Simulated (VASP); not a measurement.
A run of VASP 6.6.1 is set up as follows.

INCAR

```
ALGO     = Normal         # electronic algorithm
EDIFF    = 1E-7           # SCF threshold, eV
ENCUT    = 520            # plane-wave cutoff, eV
GGA      = PE             # functional
ISIF     = 2              # what is computed and relaxed
ISMEAR   = -1             # smearing method
LASPH    = T              # aspherical terms in the spheres
LCHARG   = T              # write CHGCAR
LELF     = T              # ELF
LREAL    = F              # projectors in reciprocal space
LVHAR    = T            
LWAVE    = F              # write WAVECAR
NBANDS   = 11             # bands
NELM     = 60             # most SCF steps
PREC     = Accurate       # precision mode
SIGMA    = 0.02           # smearing width, eV
```

KPOINTS

```
k-points
0
Gamma
  12 12 12
```

File POSCAR:

```
BN
1.0
   -0.0060160848      1.7988093648      1.7988093648
    1.7988093648     -0.0060160848      1.7988093648
    1.7988093648      1.7988093648     -0.0060160848
B N
1 1
Direct
    0.0000000000      0.0000000000      0.0000000000
    0.2500000000      0.2500000000      0.2500000000
```

Potentials or basis: VASP PAW PBE potentials, release 64 (B, N).

Launch:

```sh
$ cat potpaw_PBE.64/B/POTCAR potpaw_PBE.64/N/POTCAR > POTCAR
$ mpirun -np 1 vasp_std > vasp.out
```

**Question.** Estimate the pressure.

**Answer.** 7.0 GPa.

**Question.** Estimate the largest force.

**Answer.** 0.015 eV/Å.

**Question.** Predict the band gap on the k mesh.

**Answer.** 4.46 eV (least direct gap 8.81 eV).

Stress tensor (GPa, compression positive):
```
7.01 1.56 1.56
1.56 7.01 1.56
1.56 1.56 7.01
```

Caveat: the cell differs from its parent crystal (strain along [111] -0.5%); the cell stands under pressure. A k mesh can miss the band edges.
